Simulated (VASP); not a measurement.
Wanted: the native input for a VASP 6.6.1 run.

- Task: single point
- Functional: PBE
- Potentials or basis: VASP PAW PBE potentials, release 64 (Ta_pv, N)
- Cutoff: 520 eV
- k mesh: 18 × 18 × 14
- Occupations: gaussian, width 0.1 eV
- Spin: no spin polarisation
- Dipole correction: no
- Further INCAR settings: ALGO = Normal; EDIFF = 1e-07; NBANDS = 15

The structure of TaN lies in POSCAR:

```
TaN
1.0
    2.9595343900      0.0000000000      0.0000000000
   -1.4797671950      2.5630319652      0.0000000000
    0.0000000000      0.0000000000      2.9041323900
Ta N
1 1
Direct
    0.3333333333      0.6666666667      0.5000000000
    0.0000000000      0.0000000000      0.0000000000
```

This cell differs from its parent crystal: functional PBE, strained.

One way to write it, as run:

INCAR

```
SYSTEM = TaN
PREC = Accurate
ENCUT = 520
EDIFF = 1E-7
ISMEAR = 0
SIGMA = 0.1
LREAL = .FALSE.
LASPH = .TRUE.
NELM = 100
ALGO = Normal
ISIF = 2
LWAVE = .FALSE.
LCHARG = .FALSE.
GGA = PE
NBANDS = 15
```

KPOINTS

```
regular mesh
0
G
  18 18 14
  0 0 0
```

Potentials or basis: VASP PAW PBE potentials, release 64 (Ta_pv, N).

Launch:

```sh
$ cat potpaw_PBE.64/Ta_pv/POTCAR potpaw_PBE.64/N/POTCAR > POTCAR
$ mpirun -np 1 vasp_std > vasp.out
```

It gave:

```
Pressure               : -2.2 GPa
Band gap on the k mesh : zero (band 8 reaches 8.24 eV, above the bottom of band 9 at 7.95 eV)
```

Caveat: the cell differs from its parent crystal (functional PBE, strained); spin-orbit coupling is left out, which moves the levels of the heavy elements.

Run time: 44 s on 1 thread of Intel(R) Xeon(R) 6975P-C (Granite Rapids), on a shared host, peak memory 0.22 GiB.
